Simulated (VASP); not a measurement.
Set up this calculation in VASP 6.6.1, as the native input.

| Item | Value |
| --- | --- |
| Task | relaxation of the atoms |
| Functional | PBE |
| Potentials or basis | VASP PAW PBE potentials, release 64 (Mg, O) |
| Cutoff | 520 eV |
| k mesh | 13 × 13 × 13 |
| Occupations | fermi-dirac, width 0.02 eV |
| Spin | no spin polarisation |
| Dipole correction | no |
| Further INCAR settings | ALGO = Normal; EDIFF = 1e-07; IBRION = 2; EDIFFG = -0.02; NSW = 80 |

The structure of MgO (Periclase) lies in POSCAR:

```
MgO
1.0
    0.0000000000      2.0185000000      2.0185000000
    2.0185000000      0.0000000000      2.0185000000
    2.0185000000      2.0185000000      0.0000000000
Mg O
1 1
Direct
    0.0000000000      0.0000000000      0.0000000000
    0.5000000000      0.5000000000      0.5000000000
```

One way to write it, as run:

INCAR

```
SYSTEM = MgO
ALGO = Normal
EDIFF = 1E-7
EDIFFG = -0.02
ENCUT = 520
GGA = PE
IBRION = 2
ISIF = 2
ISMEAR = -1
LASPH = .True.
LCHARG = .False.
LREAL = .False.
LWAVE = .False.
NELM = 100
NSW = 80
PREC = Accurate
SIGMA = 0.02
```

KPOINTS

```
k-points
0
Gamma
  13 13 13
  0 0 0
```

Potentials or basis: VASP PAW PBE potentials, release 64 (Mg, O).

Launch:

```console
$ cat potpaw_PBE.64/Mg/POTCAR potpaw_PBE.64/O/POTCAR > POTCAR
$ mpirun -np 1 vasp_std > vasp.out
```

It gave:

The pressure after relaxing is 31.7 GPa and the band gap on the k mesh is 6.07 eV, direct.

Caveat: the relaxation stopped at its first step, so nothing moved.

It took 5 s on 1 thread of Intel(R) Xeon(R) 6975P-C (Granite Rapids), on a shared host, peak memory 0.14 GiB.
